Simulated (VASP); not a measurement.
Rh, 1 atom in the cell. Symmetry: Fm-3m, No. 225, cubic system. Conventional cell: a = 3.779 Å, b = 3.779 Å, c = 3.779 Å, α = 90.00°, β = 90.00°, γ = 90.00°. Rh (site symmetry m-3m) has 12 Rh at 2.67 Å within 3.5 Å. 

```yaml
Program: VASP 6.6.1
Task: single point
Functional: PBEsol
Potentials_or_basis: VASP PAW PBE potentials, release 64 (Rh_pv)
Cutoff: 500 eV
k_mesh: 12 × 12 × 12
Occupations: methfessel-paxton, width 0.1 eV
Spin: no spin polarisation
Dipole_correction: no
Further_INCAR_settings: ALGO = Normal; EDIFF = 1e-06; NBANDS = 14
```

Potentials or basis: VASP PAW PBE potentials, release 64 (Rh_pv).

Run with:

```bash
$ cat potpaw_PBE.64/Rh_pv/POTCAR > POTCAR
$ mpirun -np 1 vasp_std > vasp.out
```

Hardware: 1 thread of Intel(R) Xeon(R) Platinum 8488C (Sapphire Rapids), with other jobs on the host.

Q: Estimate the wall time of this run.

A: Wall time 7.1 s on 1 thread of Intel(R) Xeon(R) Platinum 8488C (Sapphire Rapids), on a shared host, peak memory 0.13 GiB. Counts: scf iterations 11, k points 72.
